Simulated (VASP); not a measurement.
NiI3, 4 atoms in the cell. Symmetry: Pm-3m, No. 221, cubic system. Conventional cell: a = 5.559 Å, b = 5.559 Å, c = 5.559 Å, α = 90.00°, β = 90.00°, γ = 90.00°. Ni (site symmetry m-3m) has 6 I at 2.78 Å within 3.7 Å. Within 3.7 Å of I (site symmetry 4/mmm) lie 2 Ni at 2.78 Å. 

```yaml
Program: VASP 6.6.1
Task: single point
Functional: PBE
Potentials_or_basis: VASP PAW PBE potentials, release 64 (Ni, I)
Cutoff: 520 eV
k_mesh: 4 × 4 × 4
Occupations: gaussian, width 0.05 eV
Spin: collinear spin, ferromagnetic start
Starting_moments: "[1.83, 0.0, 0.0, 0.0] μB"
Hubbard_terms: Ni d U = 6.2 eV
Dipole_correction: no
Further_INCAR_settings: ALGO = Normal; EDIFF = 1e-07; NBANDS = 28
```

Potentials or basis: VASP PAW PBE potentials, release 64 (Ni, I).

The run is started by

```bash
$ cat potpaw_PBE.64/Ni/POTCAR potpaw_PBE.64/I/POTCAR > POTCAR
$ mpirun -np 1 vasp_std > vasp.out
```

Hardware: 1 thread of AMD EPYC 9R45 96-Core Processor (Zen 5), on a shared host.

**Question.** How long does it take, and how much memory?

**Answer.** Run time: 120 s on 1 thread of AMD EPYC 9R45 96-Core Processor (Zen 5), on a shared host, peak memory 0.32 GiB. Counts: scf iterations 29, k points 10.
